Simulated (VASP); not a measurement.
Al2Cu, 6 atoms in the cell. The structure is tetragonal, space group I4/mcm (No. 140). The conventional cell has a = 6.052 Å, b = 6.052 Å, c = 4.883 Å, α = 90.00°, β = 90.00°, γ = 90.00°. Within 3.4 Å of Al (site symmetry m2m) lie 4 Cu at 2.58 Å and 11 Al at 2.72 to 3.22 Å. Within 3.2 Å of Cu (site symmetry 422) lie 2 Cu at 2.44 Å and 8 Al at 2.58 Å. 

```yaml
Program: VASP 6.6.1
Task: single point
Functional: PBE
Potentials_or_basis: VASP PAW PBE potentials, release 64 (Al, Cu)
Cutoff: 520 eV
k_mesh: 10 × 10 × 10
Occupations: gaussian, width 0.1 eV
Spin: no spin polarisation
Dipole_correction: no
Further_INCAR_settings: ALGO = Normal; EDIFF = 1e-06; NBANDS = 26
```

Potentials or basis: VASP PAW PBE potentials, release 64 (Al, Cu).

The run is started by

```sh
$ cat potpaw_PBE.64/Al/POTCAR potpaw_PBE.64/Cu/POTCAR > POTCAR
$ mpirun -np 1 vasp_std > vasp.out
```

Hardware: 1 thread of AMD EPYC 7R43 64-Core Processor (Zen 3), with other jobs on the host.

How long does it take, and how much memory?

Run time: 8.8 min on 1 thread of AMD EPYC 7R43 64-Core Processor (Zen 3), with other jobs on the host, peak memory 0.33 GiB. Counts: scf iterations 16, k points 102.
